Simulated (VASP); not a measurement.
HfS2: single point with PBE+D3(BJ)

HfS2, a slab with vacuum:

```
S Hf
1.0
     3.61800    0.00000    0.00000
    -1.80900    3.13328    0.00000
     0.00000    0.00000   31.82470
S Hf
2 1
Direct
  0.66667 0.33333 0.45665
  0.33333 0.66667 0.54335
  0.00000 0.00000 0.50000
```

```
Program                : VASP 6.6.1
Task                   : single point
Functional             : PBE
Dispersion             : D3(BJ)
Potentials or basis    : VASP PAW PBE potentials, release 64 (S, Hf_pv)
Cutoff                 : 400 eV
k mesh                 : 9 × 9 × 1
Occupations            : gaussian, width 0.02 eV
Spin                   : no spin polarisation
Dipole correction      : yes
Further INCAR settings : ALGO = Normal; EDIFF = 1e-06; NBANDS = 18; NELMDL = -8
```

| Quantity | Value |
| --- | --- |
| Largest force | 0.890 eV/Å |
| Band gap on the k mesh | 1.47 eV (least direct gap 2.08 eV) |
| Dispersion energy per atom | -0.232 eV |

Forces on the atoms (eV/Å):
```
S    0.000  0.000 -0.890
S    0.000  0.000  0.890
Hf   0.000  0.000  0.000
```

Levels at points of the mesh, in eV from the valence-band top:
```csv
k point,band 8,band 9,band 10,band 11,band 12,band 13,band 14,band 15
"(0.00, 0.00, 0.00)",-2.88,-0.81,0.00,0.00,2.08,2.08,3.07,5.49
```

Run time: 90 s on 1 thread of Intel(R) Xeon(R) Platinum 8488C (Sapphire Rapids) (shared host), peak memory 0.33 GiB.

Caveat: spin-orbit coupling is left out, which moves the levels of the heavy elements.
